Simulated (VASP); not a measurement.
Ni, 1 atom in the cell. The structure is cubic, space group Fm-3m (No. 225). The conventional cell has a = 3.524 Å, b = 3.524 Å, c = 3.524 Å, α = 90.00°, β = 90.00°, γ = 90.00°. Within 3.3 Å of Ni (site symmetry m-3m) lie 12 Ni at 2.49 Å. 

- Program: VASP 6.6.1
- Task: single point
- Functional: r2SCAN
- Potentials or basis: VASP PAW PBE potentials, release 64 (Ni)
- Cutoff: 520 eV
- k mesh: 22 × 22 × 22
- Occupations: gaussian, width 0.05 eV
- Spin: collinear spin, ferromagnetic start
- Starting moments: [0.91] μB
- Dipole correction: no
- Further INCAR settings: ALGO = Normal; EDIFF = 1e-06; NBANDS = 15

Potentials or basis: VASP PAW PBE potentials, release 64 (Ni).

Launch:

```sh
$ cat potpaw_PBE.64/Ni/POTCAR > POTCAR
$ cp INCAR.step1 INCAR
$ mpirun -np 1 vasp_std > vasp.out
$ cp INCAR.step2 INCAR
$ mpirun -np 1 vasp_std > vasp.out
```

Hardware: 1 thread of Intel(R) Xeon(R) Platinum 8259CL CPU @ 2.50GHz (Skylake/Cascade Lake) (shared host).

**Question.** Estimate the wall time of this run.

**Answer.** Wall time 8 min on 1 thread of Intel(R) Xeon(R) Platinum 8259CL CPU @ 2.50GHz (Skylake/Cascade Lake) (shared host), peak memory 0.2 GiB. Counts: k points 328.
